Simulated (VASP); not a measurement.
Here is a VASP 6.6.1 calculation.

Contents of INCAR:

```
ALGO = Normal ; EDIFF = 1E-7
ENCUT = 520 ; GGA = PE
ISIF = 2 ; ISMEAR = 0
IVDW = 12 ; LASPH = True
LCHARG = True ; LELF = True
LREAL = False ; LVHAR = True
LWAVE = False ; NBANDS = 49
NELM = 100 ; PREC = Accurate
SIGMA = 0.05
```

File KPOINTS:

```
k-points
0
Gamma
  10 10 2
```

POSCAR

```
MoS2
1.0
   -1.5764743774     -2.7305337185      0.0000000000
    1.5764743774     -2.7305337185      0.0000000000
    0.0000000000      0.0000000000     18.7396049492
Mo S
3 6
Direct
    1.0000000000      1.0000000000      0.8000140895
    0.3333333333      0.3333333333      0.1600288818
    0.6666666667      0.6666666667      0.4800214857
    1.0000000000      1.0000000000      0.5634197388
    0.3333333333      0.3333333333      0.8834123427
    0.6666666667      0.6666666667      0.2434271349
    1.0000000000      1.0000000000      0.3965414925
    0.3333333333      0.3333333333      0.7165340964
    0.6666666667      0.6666666667      0.0765488887
```

Potentials or basis: VASP PAW PBE potentials, release 64 (Mo_sv, S).

The run is started by

```bash
$ cat potpaw_PBE.64/Mo_sv/POTCAR potpaw_PBE.64/S/POTCAR > POTCAR
$ mpirun -np 1 vasp_std > vasp.out
```

Predict the pressure.

-0.3 GPa.

What does it give for the dispersion energy per atom?

-0.424 eV.

What does it give for the largest force?

0.134 eV/Å.

Forces on the atoms (eV/Å):
```
Mo   0.000  0.000 -0.015
Mo   0.000  0.000 -0.006
Mo   0.000  0.000  0.004
S    0.000  0.000 -0.017
S    0.000  0.000  0.134
S    0.000  0.000 -0.006
S    0.000  0.000  0.013
S    0.000  0.000  0.013
S    0.000  0.000 -0.121
```

Caveat: the cell differs from its parent crystal (the distance across one plane changed).
